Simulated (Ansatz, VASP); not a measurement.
# Two plane-wave programs on Hg

INCAR

```
PREC = Accurate ; ENCUT = 520
EDIFF = 1E-6 ; ISMEAR = 0
SIGMA = 0.15 ; LREAL = False
LASPH = True ; NELM = 60
ALGO = Fast ; ISIF = 2
LWAVE = False ; LCHARG = False
GGA = PS ; NBANDS = 19
```

File KPOINTS:

```
Automatic mesh
0
Gamma
  18 18 10
```

POSCAR

```
Hg
1.0
    3.1719188315      0.0000000000      0.0000000000
   -1.5859594158      2.7469622869      0.0000000000
    0.0000000000      0.0000000000      6.5364296164
Hg
2
Direct
    0.6666666667      0.3333333333      0.7500000000
    0.3333333333      0.6666666667      0.2500000000
```

Input for Ansatz:

```yaml
crystal:
  lattice:
    - [3.1719188315, 0.0, 0.0]
    - [-1.5859594158, 2.7469622869, 0.0]
    - [0.0, 0.0, 6.5364296164]
  atoms:
    - { symbol: Hg, position: [0.6666666667, 0.3333333333, 0.75] }
    - { symbol: Hg, position: [0.3333333333, 0.6666666667, 0.25] }
basis:
  ecutwfc: 420
kpoints:
  mp_grid: { grid: [18, 18, 10] }
hamiltonian:
  xc: pbesol
scf:
  occupations: { method: gaussian, width: 0.15 }
output:
  forces: true
  stress: true
  eigenvalues: true
```

Alike in both runs: task single point; functional PBEsol; k mesh 18 × 18 × 10; occupations gaussian, width 0.15 eV; no spin polarisation.

```csv
,VASP,Ansatz
version,VASP 6.6.1,Ansatz 0.2.0
potentials or method,"VASP PAW PBE potentials, release 64 (Hg), cutoff 520 eV","scalar-relativistic, plane waves, PAW"
valence electrons in the cell,24,40
```

VASP gave:

- gap on the k mesh at the Fermi level (eV): none
- pressure (GPa): -2.3
- traceless stress, the component that is largest in VASP (GPa): -1.13

What did Ansatz give for the same quantities?

gap on the k mesh at the Fermi level (eV): none; pressure (GPa): -2.5; traceless stress, the component that is largest in VASP (GPa): -0.98.

VASP's potentials were made for PBE, not for PBEsol. A gap of «none» marks a metal or a gap that the smearing closes. With one functional, cell and mesh, what is left measures potentials, basis and numerics. VASP's potentials hold 24 valence electrons a cell and Ansatz's 40, so a difference there can come from the potentials and not from the codes.

Neither program's run includes spin-orbit coupling.
